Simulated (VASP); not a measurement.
# C in VASP: further runs

C is run at these levels: PBEsol, LDA; tasks: single point.

Everything below comes from runs of VASP 6.6.1. Logs are shortened: lines on timing, memory, paths and dates and some standing lists are left out, and cuts for length are marked.

**1. The cell of the first run**

The cell holds a slab with vacuum, 2 atoms: a = 2.423 Å, b = 2.423 Å, c = 8.409 Å, α = 90.00°, β = 90.00°, γ = 120.00°.

**2. Single point, PBEsol (volume scaled by 0.96)**

The input, INCAR:

```
PREC     = Accurate       # precision mode
ENCUT    = 520            # plane-wave cutoff, eV
EDIFF    = 1E-7           # SCF threshold, eV
ISMEAR   = -1             # smearing method
SIGMA    = 0.05           # smearing width, eV
LREAL    = F              # projectors in reciprocal space
LASPH    = T              # aspherical terms in the spheres
NELM     = 100            # most SCF steps
ALGO     = Normal         # electronic algorithm
ISIF     = 2              # what is computed and relaxed
LWAVE    = F              # write WAVECAR
LCHARG   = T              # write CHGCAR
GGA      = PS             # functional
LELF     = T              # ELF
LVHAR    = T            
NBANDS   = 11             # bands
```

The input, KPOINTS:

```
Automatic mesh
0
Gamma
  12 12 3
```

The input, POSCAR:

```
C
1.0
    2.4229746043      0.0000000000      0.0000000000
   -1.2114873021      2.0983575600      0.0000000000
    0.0000000000      0.0000000000      8.4086027063
C
2
Direct
    0.6666666667      0.3333333333      0.0000000000
    0.3333333333      0.6666666667      0.0000000000
```

Potentials or basis: VASP PAW PBE potentials, release 64 (C).

Started as:

```
$ cat potpaw_PBE.64/C/POTCAR > POTCAR
$ mpirun -np 1 vasp_std > vasp.out
```

OUTCAR:

```text
PREC = Accurate
   ENCUT = 520
   EDIFF = 1E-7
   ISMEAR = -1
   LREAL = F
   LASPH = T
   NELM = 100
   ISIF = 2
   GGA = PS

 ion  position               nearest neighbor table
   1  0.667  0.333  0.000-   2 1.40   2 1.40   2 1.40
   2  0.333  0.667  0.000-   1 1.40   1 1.40   1 1.40

  LATTYP: Found a hexagonal cell.
 ALAT       =     2.4229746043
 C/A-ratio  =     3.4703635322

  Lattice vectors:

 A1 = (   2.4229746043,   0.0000000000,   0.0000000000)
 A2 = (  -1.2114873021,   2.0983575600,   0.0000000000)
 A3 = (   0.0000000000,   0.0000000000,   8.4086027063)

Analysis of symmetry for initial positions (statically):
=====================================================================
 Subroutine PRICEL returns:
 Original cell was already a primitive cell.

 Routine SETGRP: Setting up the symmetry group for a
 hexagonal supercell.

 Subroutine GETGRP returns: Found 24 space group operations
 (whereof 24 operations were pure point group operations)
 out of a pool of 24 trial point group operations.

The static configuration has the point symmetry D_6h.

Analysis of symmetry for dynamics (positions and initial velocities):
=====================================================================
 Subroutine PRICEL returns:
 Original cell was already a primitive cell.

 Routine SETGRP: Setting up the symmetry group for a
 hexagonal supercell.

 Subroutine GETGRP returns: Found 24 space group operations
 (whereof 24 operations were pure point group operations)
 out of a pool of 24 trial point group operations.

The dynamic configuration has the point symmetry D_6h.

 Subroutine INISYM returns: Found 24 space group operations
 (whereof 24 operations are pure point group operations),
 and found     1 'primitive' translations

----------------------------------------------------------------------------------------

                                     Primitive cell

  volume of cell :      42.7516

  direct lattice vectors                    reciprocal lattice vectors
     2.422974604  0.000000000  0.000000000     0.412715840  0.238281602  0.000000000
    -1.211487302  2.098357560  0.000000000     0.000000000  0.476563203  0.000000000
     0.000000000  0.000000000  8.408602706     0.000000000  0.000000000  0.118925823

  length of vectors
     2.422974604  2.422974604  8.408602706     0.476563203  0.476563203  0.118925823

  position of ions in fractional coordinates (direct lattice)
     0.666666667  0.333333333  0.000000000
     0.333333333  0.666666667  0.000000000

  ion indices of the primitive-cell ions
   primitive index   ion index
                 1           1
                 2           2

----------------------------------------------------------------------------------------

 KPOINTS: Automatic mesh

Automatic generation of k-mesh.
 Grid dimensions read from file:
 generate k-points for:   12   12    3

 Generating k-lattice:

  Cartesian coordinates                     Fractional coordinates (reciprocal lattice)
     0.034392987  0.019856800  0.000000000     0.083333333  0.000000000  0.000000000
     0.000000000  0.039713600  0.000000000     0.000000000  0.083333333  0.000000000
     0.000000000  0.000000000  0.039641941     0.000000000  0.000000000  0.333333333

  Length of vectors
     0.039713600  0.039713600  0.039641941

  Shift w.r.t. Gamma in fractional coordinates (k-lattice)
     0.000000000  0.000000000  0.000000000

 Subroutine IBZKPT returns following result:
 ===========================================

 Found     38 irreducible k-points:

 Following reciprocal coordinates:
            Coordinates               Weight
  0.000000  0.000000  0.000000      1.000000
  0.083333 -0.000000  0.000000      6.000000
  0.166667 -0.000000  0.000000      6.000000
  0.250000 -0.000000  0.000000      6.000000
  0.333333  0.000000  0.000000      6.000000
  0.416667 -0.000000  0.000000      6.000000
[... 16 lines left out ...]
  0.250000 -0.000000  0.333333     12.000000
  0.333333  0.000000  0.333333     12.000000
 [... further k-points ...]
   k-points           NKPTS =     38   k-points in BZ     NKDIM =     38   number of bands    NBANDS=     11
   number of dos      NEDOS =    301   number of ions     NIONS =      2
   total plane-waves  NPLWV =  20736
   dimension x,y,z NGX =    18 NGY =   18 NGZ =   64
   dimension x,y,z NGXF=    36 NGYF=   36 NGZF=  128
   ions per type =               2
   NGX,Y,Z   is equivalent  to a cutoff of  12.35, 12.35, 12.65 a.u.
   NGXF,Y,Z  is equivalent  to a cutoff of  24.70, 24.70, 25.31 a.u.
 SYSTEM =  unknown system
   PREC   = accura    normal or accurate (medium, high low for compatibility)
   ISTART =      0    job   : 0-new  1-cont  2-samecut
   ICHARG =      2    charge: 1-file 2-atom 10-const
   ISPIN  =      1    spin polarized calculation?
   LNONCOLLINEAR =      F non collinear calculations
   LSORBIT =      F    spin-orbit coupling
   LASPH  =      T    aspherical Exc in radial PAW
   ENCUT  =  520.0 eV  38.22 Ry    6.18 a.u.   4.51  4.51 15.63*2*pi/ulx,y,z
   NELM   =    100;   NELMIN=  2; NELMDL= -5     # of ELM steps
   EDIFF  = 0.1E-06   stopping-criterion for ELM
   LREAL  =      F    real-space projection
   EDIFFG = 0.1E-05   stopping-criterion for IOM
   NSW    =      0    number of steps for IOM
   IBRION =     -1    ionic relax: 0-MD 1-quasi-New 2-CG
   NFREE  =      0    steps in history (QN), initial steepest desc. (CG)
   ISIF   =      2    stress and relaxation
   ISYM   =      2    0-nonsym 1-usesym 2-fastsym
   POTIM  = 0.5000    time-step for ionic-motion
   TEBEG  =    0.0;   TEEND  =   0.0 temperature during run
   PSTRESS=    0.0 pullay stress
   NELECT =       8.0000    total number of electrons
   NUPDOWN=      -1.0000    fix difference up-down
   EMIN   =  10.00;   EMAX   =-10.00  energy-range for DOS
   EFERMI =   0.00;   METHOD = LEGACY
   ISMEAR =    -1;   SIGMA  =   0.05  broadening in eV -4-tet -1-fermi 0-gaus
   EFERMI_NEDOS =   21; number of points for ismear=-14 and -15
   IALGO  =     38    algorithm
   IMIX   =      4    mixing-type and parameters
     AMIX     =   0.40;   BMIX     =  1.00
     AMIX_MAG =   1.60;   BMIX_MAG =  1.00
  volume/ion in A,a.u.               =      21.38       144.25
  Fermi-wavevector in a.u.,A,eV,Ry     =   0.936384  1.769510 11.929798  0.876815
  Thomas-Fermi vector in A             =   2.063388
   LORBIT       =      0    0 simple, 1 ext, 2 COOP (PROOUT), +10 PAW based schemes
   GGA     = PS    functional components
   LHFCALC =     F    Hartree Fock is set to
   AEXX    =    0.0000 exact exchange contribution
   IVDW    =     0    specifies the selected vdW correction
   LEPSILON=     F    determine dielectric tensor
   LRPA    =     F    only Hartree local field effects (RPA)
 non-spin polarized calculation
  energy-cutoff  :      520.00
  volume of cell :       42.75
 maximum number of plane-waves:      1175
 NGX is ok and might be reduce to    18
   NGX =  9   NGY =  9   NGZ = 31

 number of electron       8.0000000 magnetization

 Free energy of the ion-electron system (eV)
  ---------------------------------------------------
  ext. energy  EPLUGINS =         0.00000000
  ---------------------------------------------------
  free energy    TOTEN  =       -19.24367512 eV

  energy without entropy =      -19.24174971  energy(sigma->0) =      -19.24271241

 E-fermi :  -0.5257     XC(G=0):  -5.0749

 val. band max:       -0.5257256379   @ k =   0.3333   0.3333   0.3333
 cond. band min:      -0.5256577297   @ k =   0.3333   0.3333   0.0000
 fundamental gap:      0.0000679081
 Fermi energy:        -0.5257030024

 k-point     1 :       0.0000    0.0000    0.0000
  band No.  band energies     occupation
      1     -20.4358      2.00000
      2      -8.5367      2.00000
      3      -3.5062      2.00000
      4      -3.5062      2.00000
      5       2.4366      0.00000
      6       4.8870      0.00000
      7       6.4757      0.00000
      8       8.1095      0.00000
      9       8.1095      0.00000
     10      11.5756      0.00000
     11      13.2943      0.00000

 k-point     2 :       0.0833   -0.0000    0.0000
  band No.  band energies     occupation
      1     -20.2666      2.00000
      2      -8.3318      2.00000
      3      -4.1707      2.00000
      4      -3.8669      2.00000
      5       2.6675      0.00000
      6       5.1132      0.00000
      7       6.6923      0.00000
      8       8.1955      0.00000
      9       8.8450      0.00000
     10      10.9681      0.00000
     11      13.5683      0.00000

 k-point     3 :       0.1667   -0.0000    0.0000
  band No.  band energies     occupation
      1     -19.7605      2.00000
      2      -7.7222      2.00000
      3      -5.8494      2.00000
      4      -4.7073      2.00000
      5       3.3605      0.00000
      6       5.7869      0.00000
      7       7.3310      0.00000
      8       8.2309      0.00000
      9       9.3464      0.00000
     10      10.7901      0.00000
     11      14.1334      0.00000

 k-point     4 :       0.2500   -0.0000    0.0000
  band No.  band energies     occupation
      1     -18.9233      2.00000
      2      -8.0077      2.00000
      3      -6.7269      2.00000
      4      -5.6353      2.00000
      5       4.5138      0.00000
      6       6.7469      0.00000
      7       7.2649      0.00000
      8       7.8659      0.00000
      9       8.6010      0.00000
     10      13.4776      0.00000
     11      14.9850      0.00000

 k-point     5 :       0.3333    0.0000    0.0000
  band No.  band energies     occupation
      1     -17.7658      2.00000
      2     -10.2799      2.00000
      3      -6.4062      2.00000
      4      -5.3963      2.00000
      5       4.5934      0.00000
      6       6.1196      0.00000
      7       7.6464      0.00000
      8       8.5057      0.00000
      9      10.1006      0.00000
     10      15.7638      0.00000
     11      15.8207      0.00000
[... 211 lines left out ...]
 k-point    21 :       0.0833   -0.0000    0.3333
  band No.  band energies     occupation
      1     -20.2666      2.00000
      2      -8.3321      2.00000
      3      -4.1707      2.00000
      4      -3.8669      2.00000
      5       3.0226      0.00000
      6       4.0374      0.00000
      7       8.1074      0.00000
      8       8.2737      0.00000
      9       8.8452      0.00000
     10      10.9686      0.00000
     11      11.5672      0.00000

 k-point    22 :       0.1667   -0.0000    0.3333
  band No.  band energies     occupation
      1     -19.7605      2.00000
      2      -7.7225      2.00000
      3      -5.8494      2.00000
      4      -4.7073      2.00000
      5       3.7126      0.00000
      6       4.7215      0.00000
      7       8.1494      0.00000
      8       8.8675      0.00000
      9       9.3616      0.00000
     10      10.7901      0.00000
     11      12.2199      0.00000

 k-point    23 :       0.2500   -0.0000    0.3333
  band No.  band energies     occupation
      1     -18.9232      2.00000
      2      -8.0077      2.00000
      3      -6.7272      2.00000
      4      -5.6353      2.00000
      5       4.8588      0.00000
      6       5.8411      0.00000
      7       7.1083      0.00000
      8       7.9469      0.00000
      9       9.9710      0.00000
     10      13.2691      0.00000
     11      13.4779      0.00000

 k-point    24 :       0.3333    0.0000    0.3333
  band No.  band energies     occupation
      1     -17.7658      2.00000
      2     -10.2799      2.00000
      3      -6.4062      2.00000
      4      -5.3965      2.00000
      5       4.5899      0.00000
      6       6.4607      0.00000
      7       7.4273      0.00000
      8       7.7211      0.00000
      9      11.4484      0.00000
     10      14.6433      0.00000
     11      15.8960      0.00000

 [... further k-points ...]
[... 5 lines left out ...]
  --------------------------------------------------------------------------------------
  -------------------------------------------------------------------------------------
  Total        2.2273388      2.2273388     -0.0109434      0.0000000     -0.0000000      0.0000000
  in kB       83.4727402     83.4727402     -0.4101180      0.0000000     -0.0000000      0.0000000
  external PRESSURE =      55.5117875 kB  Pullay stress =       0.0000000 kB

 VOLUME and BASIS-vectors are now :
 -----------------------------------------------------------------------------
  energy-cutoff  :      520.00
  volume of cell :       42.75
      direct lattice vectors                 reciprocal lattice vectors
     2.422974604  0.000000000  0.000000000     0.412715840  0.238281602  0.000000000
    -1.211487302  2.098357560  0.000000000     0.000000000  0.476563203  0.000000000
     0.000000000  0.000000000  8.408602706     0.000000000  0.000000000  0.118925823

 POSITION                                       TOTAL-FORCE (eV/Angst)
 -----------------------------------------------------------------------------------
      1.21149      0.69945      0.00000         0.000000     -0.000000     -0.000000
     -0.00000      1.39891      0.00000        -0.000000      0.000000      0.000000
 -----------------------------------------------------------------------------------
    total drift:                                0.000000     -0.000000      0.000000

  FREE ENERGIE OF THE ION-ELECTRON SYSTEM (eV)
  ---------------------------------------------------
  free  energy   TOTEN  =       -19.2436751159 eV

  energy  without entropy=      -19.2417497072  energy(sigma->0) =      -19.24271241
```

It used 19 s of CPU time on 1 thread of AMD EPYC 7R13 Processor (Zen 3), on a shared host.

What came out:

```yaml
Free_energy: -19.2437 eV
Band_gap_on_the_k_mesh: zero (filled and empty bands touch)
```

Caveat: the cell differs from its parent crystal (volume scaled by 0.96); the PAW data sets were made with another functional, which shifts forces and pressure a little.

**3. Single point, PBEsol (volume scaled by 0.98)**

The input, INCAR:

```
SYSTEM = C
PREC = Accurate
ENCUT = 520
EDIFF = 1E-6
ISMEAR = -1
SIGMA = 0.05
LREAL = .FALSE.
LASPH = .TRUE.
NELM = 80
ALGO = Normal
ISIF = 2
LWAVE = .FALSE.
LCHARG = .FALSE.
GGA = PS
NBANDS = 11
```

The input, KPOINTS:

```
regular mesh
0
G
  12 12 3
  0 0 0
```

The input, POSCAR:

```
C
1.0
    2.4396853020      0.0000000000      0.0000000000
   -1.2198426510      2.1128294488      0.0000000000
    0.0000000000      0.0000000000      8.4665949023
C
2
Direct
    0.6666666667      0.3333333333      0.0000000000
    0.3333333333      0.6666666667      0.0000000000
```

Potentials or basis: VASP PAW PBE potentials, release 64 (C).

Started as:

```
$ cat potpaw_PBE.64/C/POTCAR > POTCAR
$ mpirun -np 1 vasp_std > vasp.out
```

It took 20 s on 1 thread of AMD EPYC 7R13 (Zen 3), shared host; peak memory 0.12 GiB.

Results (log left out):

```
Free energy            : -19.2675 eV
Band gap on the k mesh : zero (filled and empty bands touch)
```

Levels at points of the mesh, in eV from the Fermi level:
```tsv
k point	band 1	band 2	band 3	band 4	band 5	band 6	band 7	band 8
(0.00, 0.00, 0.00)	-19.74	-7.87	-2.99	-2.99	3.03	5.44	7.01	8.50
(0.50, 0.00, 0.00)	-14.32	-13.45	-6.49	-2.43	1.67	7.66	11.09	11.22
```

Caveat: the cell differs from its parent crystal (volume scaled by 0.98); the PAW data sets were made with another functional, which shifts forces and pressure a little.

**4. Single point, LDA**

This run uses another cell than the first one, of 22.27 Å³/atom, 1.042 times its volume.

The input, INCAR:

```
PREC = Accurate
ENCUT = 520
EDIFF = 1E-6
ISMEAR = -1
SIGMA = 0.05
LREAL = False
LASPH = True
NELM = 60
ALGO = Normal
ISIF = 2
LWAVE = False
LCHARG = False
GGA = CA
NBANDS = 11
```

The input, KPOINTS:

```
regular mesh
0
Gamma
  12 12 3
```

The input, POSCAR:

```
C
1.0
    2.4561701622      0.0000000000      0.0000000000
   -1.2280850811      2.1271057565      0.0000000000
    0.0000000000      0.0000000000      8.5238033600
C
2
Direct
    0.6666666667      0.3333333333      0.0000000000
    0.3333333333      0.6666666667      0.0000000000
```

Potentials or basis: VASP PAW LDA potentials, release 64 (C).

Started as:

```
$ cat potpaw_LDA.64/C/POTCAR > POTCAR
$ mpirun -np 1 vasp_std > vasp.out
```

OUTCAR:

```text
PREC = Accurate
   ENCUT = 520
   EDIFF = 1E-6
   ISMEAR = -1
   LREAL = False
   LASPH = True
   NELM = 60
   ISIF = 2
   GGA = CA

 ion  position               nearest neighbor table
   1  0.667  0.333  0.000-   2 1.42   2 1.42   2 1.42
   2  0.333  0.667  0.000-   1 1.42   1 1.42   1 1.42

  LATTYP: Found a hexagonal cell.
 ALAT       =     2.4561701622
 C/A-ratio  =     3.4703635323

  Lattice vectors:

 A1 = (   2.4561701622,   0.0000000000,   0.0000000000)
 A2 = (  -1.2280850811,   2.1271057565,   0.0000000000)
[... 511 lines left out ...]
      6       6.1047      0.00000
      7       6.9576      0.00000
      8       7.1909      0.00000
      9      10.9439      0.00000
     10      14.1277      0.00000
     11      14.9633      0.00000

 [... further k-points ...]
[... 5 lines left out ...]
  --------------------------------------------------------------------------------------
  -------------------------------------------------------------------------------------
  Total       -0.5062166     -0.5062166     -0.0127413      0.0000000      0.0000000      0.0000000
  in kB      -18.2123521    -18.2123521     -0.4584002      0.0000000      0.0000000      0.0000000
  external PRESSURE =     -12.2943681 kB  Pullay stress =       0.0000000 kB

 VOLUME and BASIS-vectors are now :
 -----------------------------------------------------------------------------
  energy-cutoff  :      520.00
  volume of cell :       44.53
      direct lattice vectors                 reciprocal lattice vectors
     2.456170162  0.000000000  0.000000000     0.407137916  0.235061185  0.000000000
    -1.228085081  2.127105756  0.000000000     0.000000000  0.470122370  0.000000000
     0.000000000  0.000000000  8.523803360     0.000000000  0.000000000  0.117318521

 POSITION                                       TOTAL-FORCE (eV/Angst)
 -----------------------------------------------------------------------------------
      1.22809      0.70904      0.00000        -0.000000     -0.000000     -0.000000
     -0.00000      1.41807      0.00000         0.000000      0.000000      0.000000
 -----------------------------------------------------------------------------------
    total drift:                                0.000000     -0.000000      0.000000

  FREE ENERGIE OF THE ION-ELECTRON SYSTEM (eV)
  ---------------------------------------------------
  free  energy   TOTEN  =       -20.1689051044 eV

  energy  without entropy=      -20.1669796956  energy(sigma->0) =      -20.16794240
```

stdout:

```text
POSCAR found type information on POSCAR C
 POSCAR found :  1 types and       2 ions
 scaLAPACK will be used
 LDA part: xc-table for (Slater(with rela. corr.)+CA(PZ))
 , standard interpolation
 POSCAR, INCAR and KPOINTS ok, starting setup
 FFT: planning ... GRIDC
 FFT: planning ... GRID_SOFT
 FFT: planning ... GRID
 WAVECAR not read
 entering main loop
```

Wall time 15 s (1 thread of AMD EPYC 7R13 (Zen 3), shared host); peak memory 0.1 GiB.

What came out:

```
Free energy            : -20.1689 eV
Band gap on the k mesh : zero (filled and empty bands touch)
```

Levels at points of the mesh, in eV from the Fermi level:
| k point | band 2 | band 3 | band 4 | band 5 | band 6 | band 7 |
| --- | --- | --- | --- | --- | --- | --- |
| (0.00, 0.00, 0.00) | -7.72 | -3.03 | -3.03 | 3.13 | 5.48 | 7.09 |
| (0.50, 0.00, 0.00) | -13.22 | -6.44 | -2.38 | 1.63 | 7.56 | 11.05 |

(Part 1 of 2 ends here.)
